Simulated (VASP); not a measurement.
H4CO: single point with PBE+D3(BJ)

H4CO:

```
CELL_PARAMETERS angstrom
7.58742 0.00000 0.00000
0.00000 7.58742 0.00000
0.00000 0.00000 7.58742
ATOMIC_POSITIONS crystal
H 0.42910 0.34614 0.16464
H 0.40029 0.33093 0.26081
H 0.04253 0.79533 0.54515
H 0.98824 0.72018 0.53164
H 0.13632 0.45372 0.68234
H 0.04788 0.42308 0.69255
H 0.74235 0.65449 0.38250
H 0.70394 0.57008 0.40236
H 0.31381 0.08958 0.54039
H 0.33454 0.10682 0.44470
H 0.34690 0.70987 0.63955
H 0.41952 0.76471 0.59141
H 0.65547 0.96494 0.11496
H 0.77390 0.72847 0.10512
H 0.70459 0.04641 0.64878
H 0.81617 0.11055 0.43385
H 0.08828 0.40636 0.08038
H 0.90526 0.24468 0.97671
H 0.18437 0.81129 0.32272
H 0.28741 0.59373 0.29367
H 0.73095 0.54738 0.92283
H 0.55249 0.37367 0.91526
H 0.24825 0.97712 0.79202
H 0.47576 0.06649 0.76710
O 0.83287 0.93892 0.91342
O 0.60221 0.93862 0.42375
O 0.91743 0.27803 0.25016
O 0.35225 0.77350 0.11159
O 0.70721 0.40854 0.69006
O 0.28317 0.21028 0.91801
C 0.75006 0.88123 0.04744
C 0.70883 0.02940 0.50167
C 0.96766 0.31557 0.09887
C 0.27459 0.72577 0.24003
C 0.66488 0.43595 0.84110
C 0.33316 0.08533 0.82891
```

```
Program             : VASP 6.6.1
Task                : single point
Functional          : PBE
Dispersion          : D3(BJ)
Potentials or basis : VASP PAW PBE potentials, release 64 (H, O, C)
Cutoff              : 520 eV
k mesh              : 1 × 1 × 1
Occupations         : fermi-dirac, width 0.02 eV
Spin                : no spin polarisation
```

| Item | Value |
| --- | --- |
| Pressure | -1.1 GPa |
| Largest force | 3.608 eV/Å |
| Band gap on the k mesh | 2.71 eV |
| Dispersion energy per atom | -0.036 eV |

Forces on the atoms (eV/Å):
```
H   -0.175 -0.114  0.626
H    0.266  0.114 -0.512
H    0.818  1.248  0.291
H   -0.931 -1.221 -0.152
H    1.322  0.431 -0.117
H   -1.302 -0.426  0.084
H    0.378  0.952 -0.271
H   -0.398 -1.073  0.227
H   -0.163  0.133 -0.353
H   -0.174  0.014  0.152
H    0.534  0.370 -0.302
H   -0.515 -0.443  0.346
H   -0.397  0.032  0.429
H   -0.378  2.613 -0.931
H    0.007 -0.200 -0.260
H   -0.747 -0.702  0.266
H   -1.166 -0.532 -0.169
H    0.703  0.868  1.060
H    0.336  0.027 -0.621
H    0.126 -0.918  0.216
H   -0.214 -0.850 -0.585
H    0.238 -0.234 -0.513
H   -0.812 -0.669 -0.010
H   -1.331  0.613  1.033
O   -1.610 -1.428  2.896
O    0.035 -0.196 -0.320
O    0.488  0.558 -1.776
O    0.835  0.581 -1.611
O   -0.054 -0.496 -0.363
O    0.567 -0.594 -0.485
C    2.386 -1.097 -2.401
C    0.960  1.058  0.461
C    0.150 -0.786  0.748
C   -1.209  0.402  1.800
C   -0.087  1.509  1.369
C    1.518  0.456 -0.250
```

Stress tensor (GPa, compression positive):
```
-0.83 -0.05  0.85
-0.05 -0.77  0.42
 0.85  0.42 -1.70
```

Levels at points of the mesh, in eV from the valence-band top:
```csv
k point,band 38,band 39,band 40,band 41,band 42,band 43,band 44,band 45,band 46,band 47
"(0.00, 0.00, 0.00)",-0.56,-0.38,-0.33,-0.19,0.00,2.71,2.98,3.13,3.39,3.58
```

Wall time 27 s on 1 thread of Intel(R) Xeon(R) 6975P-C (Granite Rapids) (shared host), peak memory 0.39 GiB.

Caveat: the k points lie up to 0.83 Å⁻¹ apart.
